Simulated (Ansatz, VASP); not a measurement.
# Two plane-wave programs on Yb

INCAR

```
PREC = Accurate
ENCUT = 520
EDIFF = 1E-6
ISMEAR = -1
SIGMA = 0.1
LREAL = False
LASPH = True
NELM = 100
ALGO = Normal
ISIF = 2
LWAVE = False
LCHARG = False
GGA = PE
NBANDS = 18
```

File KPOINTS:

```
regular mesh
0
Gamma
  12 12 12
```

Contents of POSCAR:

```
Yb
1.0
   -2.1333174273      2.1333174273      2.1333174273
    2.1333174273     -2.1333174273      2.1333174273
    2.1333174273      2.1333174273     -2.1333174273
Yb
1
Direct
    0.0000000000      0.0000000000      0.0000000000
```

Input for Ansatz:

```yaml
crystal:
  lattice:
    - [-2.1333174273, 2.1333174273, 2.1333174273]
    - [2.1333174273, -2.1333174273, 2.1333174273]
    - [2.1333174273, 2.1333174273, -2.1333174273]
  atoms:
    - { symbol: Yb, position: [0.0, 0.0, 0.0] }
hamiltonian:
  xc: pbe
  pseudopotentials:
    kind: paw
    azcp:
      Yb: "pseudopotentials/Yb.paw.azcp"
basis:
  ecutwfc: 420
  fft_grid_basis: typed
kpoints:
  mp_grid: { grid: [12, 12, 12], shift: [0, 0, 0] }
magnetization:
  spin_polarized: false
scf:
  occupations: { method: fermi_dirac, width: 0.1 }
  lower_state_search: "off"
output:
  stress: true
  write_density: true
  write_potential: true
  elf: true
  volumetric_format: npy
```

Alike in both runs: task single point; functional PBE; k mesh 12 × 12 × 12; occupations fermi-dirac, width 0.1 eV; no spin polarisation.

|  | VASP | Ansatz |
| --- | --- | --- |
| version | VASP 6.6.1 | Ansatz 0.2.0 |
| potentials or method | VASP PAW PBE potentials, release 64 (Yb), cutoff 520 eV | plane waves (420 eV) with PAW, scalar-relativistic |
| valence electrons in the cell | 24 | 24 |

VASP gave:

- pressure (GPa): -2.8

**Question.** Estimate Ansatz's values.

**Answer.** Pressure (GPa): -1.8.

Spin-orbit coupling is off throughout.
